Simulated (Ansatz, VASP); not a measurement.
# MgS in VASP and in Ansatz

Contents of INCAR:

```
SYSTEM = MgS
PREC = Accurate
ENCUT = 520
EDIFF = 1E-6
ISMEAR = 0
SIGMA = 0.05
LREAL = .FALSE.
LASPH = .TRUE.
NELM = 60
ALGO = Normal
ISIF = 2
LWAVE = .FALSE.
LCHARG = .TRUE.
LELF = .TRUE.
LVHAR = .TRUE.
NBANDS = 11
```

Contents of KPOINTS:

```
Automatic mesh
0
G
  8 8 8
  0 0 0
```

Contents of POSCAR:

```
MgS
1.0
   -0.0708280012      2.8331200468      2.8331200468
    2.8331200468     -0.0708280012      2.8331200468
    2.7622920456      2.7622920456      0.0000000000
Mg S
1 1
Direct
    0.0000000000      0.0000000000      0.0000000000
    0.7500000000      0.7500000000      0.7500000000
```

Input for Ansatz:

```yaml
crystal:
  lattice:
    - [-0.0708280012, 2.8331200468, 2.8331200468]
    - [2.8331200468, -0.0708280012, 2.8331200468]
    - [2.7622920456, 2.7622920456, 0.0]
  atoms:
    - { symbol: Mg, position: [0.0, 0.0, 0.0] }
    - { symbol: S, position: [0.75, 0.75, 0.75] }
basis:
  ecutwfc: 420
kpoints:
  mp_grid: { grid: [8, 8, 8] }
hamiltonian:
  xc: lda
scf:
  occupations: { method: gaussian, width: 0.05 }
output:
  forces: true
  stress: true
  eigenvalues: true
```

Change from the starting cell: strain -0.0500 x Voigt [0, 0, 0, 0, 0, 1], atoms carried along.

Alike in both runs: task single point; functional LDA; k mesh 8 × 8 × 8; occupations gaussian, width 0.05 eV; no spin polarisation.

|  | VASP | Ansatz |
| --- | --- | --- |
| version | VASP 6.6.1 | Ansatz 0.2.0 |
| potentials or method | VASP PAW LDA potentials, release 64 (Mg, S), cutoff 520 eV | scalar-relativistic, plane waves, PAW |
| valence electrons in the cell | 8 | 16 |

|  | VASP | Ansatz | Ansatz less VASP |
| --- | --- | --- | --- |
| gap on the k mesh at the Fermi level (eV) | 3.08 | 3.07 | -0.010 |
| least direct gap on the mesh (eV) | 3.08 | 3.07 | -0.010 |
| pressure (GPa) | -2.3 | -2.0 | +0.33 |
| traceless stress, the component that is largest in VASP (GPa) | 2.48 | 2.47 | -0.011 |
| rms of the force components (eV/Å) | 0.160 | 0.158 | -0.0014 |

LDA's correlation is that of Perdew and Zunger in VASP and of Perdew and Wang (1992) in Ansatz. Atom by atom the forces differ by 0.001 eV/Å (rms over components). VASP's potentials hold 8 valence electrons a cell and Ansatz's 16, so a difference there can come from the potentials and not from the codes.
